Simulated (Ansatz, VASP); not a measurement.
CdTe: VASP beside Ansatz

INCAR

```
  ALGO = Normal
  EDIFF = 1E-6
  ENCUT = 520
  ISIF = 2
  ISMEAR = -1
  LASPH = True
  LCHARG = False
  LREAL = False
  LWAVE = False
  NBANDS = 16
  NELM = 60
  PREC = Accurate
  SIGMA = 0.05
```

Contents of KPOINTS:

```
k-points
0
Gamma
  12 12 12
```

File POSCAR:

```
CdTe
1.0
    0.0000000000      3.0700531503      3.0700531503
    3.0700531503      0.0000000000      3.0700531503
    3.0700531503      3.0700531503      0.0000000000
Cd Te
1 1
Direct
    0.0000000000      0.0000000000      0.0000000000
    0.2500000000      0.2500000000      0.2500000000
```

Input for Ansatz:

```yaml
crystal:
  lattice:
    - [0.0, 3.0700531503, 3.0700531503]
    - [3.0700531503, 0.0, 3.0700531503]
    - [3.0700531503, 3.0700531503, 0.0]
  atoms:
    - { symbol: Cd, position: [0.0, 0.0, 0.0] }
    - { symbol: Te, position: [0.25, 0.25, 0.25] }
kpoints:
  mp_grid: { grid: [12, 12, 12] }
scf:
  occupations: { method: fermi_dirac, width: 0.05 }
hamiltonian:
  xc: lda
  pseudopotentials: { kind: all_electron, lapw: { basis_error: 0.001 } }
output:
  forces: true
  stress: true
  eigenvalues: true
  populations: true
```

Change from the starting cell: volume scaled by 0.88, LAPW.

Alike in both runs: task single point; functional LDA; k mesh 12 × 12 × 12; occupations fermi-dirac, width 0.05 eV; no spin polarisation.

|  | VASP | Ansatz |
| --- | --- | --- |
| version | VASP 6.6.1 | Ansatz 0.2.0 |
| potentials or method | VASP PAW LDA potentials, release 64 (Cd, Te), cutoff 520 eV | all-electron LAPW, scalar-relativistic |

```tsv
	VASP	Ansatz	Ansatz less VASP
pressure (GPa)	8.5	8.1	-0.43
```

LDA's correlation is that of Perdew and Zunger in VASP and of Perdew and Wang (1992) in Ansatz. Ansatz ran all-electron here, and VASP with PAW potentials.

Spin-orbit coupling is off throughout.
